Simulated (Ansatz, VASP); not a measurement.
One calculation of Ir, two programs

```xyz
1
Lattice="-1.5439 1.5439 1.5439 1.5439 -1.5439 1.5439 1.5439 1.5439 -1.5439" Properties=species:S:1:pos:R:3 pbc="T T T"
Ir    0.0000    0.0000    0.0000
```

Alike in both runs: functional r2SCAN; k mesh 18 × 18 × 18; occupations gaussian, width 0.1 eV; no spin polarisation.

Ansatz relaxed the structure, and its values are those at the end. VASP's run is a single point on that final structure, the one shown.

|  | VASP | Ansatz |
| --- | --- | --- |
| version | VASP 6.6.1 | Ansatz 0.2.0 |
| potentials or method | VASP PAW PBE potentials, release 64 (Ir), cutoff 520 eV | scalar-relativistic, plane waves, PAW |
| valence electrons in the cell | 9 | 17 |

VASP gave:

* gap on the k mesh at the Fermi level (eV): none
* pressure (GPa): 2.3

Problem. Which values does Ansatz return?

Solution. gap on the k mesh at the Fermi level (eV): none; pressure (GPa): 0.0.

VASP's potentials were made for PBE, not for r2SCAN. A gap of «none» marks a metal or a gap that the smearing closes. The functional is the same, so the differences come from potentials, cutoffs and numerics. VASP's potentials hold 9 valence electrons a cell and Ansatz's 17, so a difference there can come from the potentials and not from the codes.

Spin-orbit coupling is off throughout.
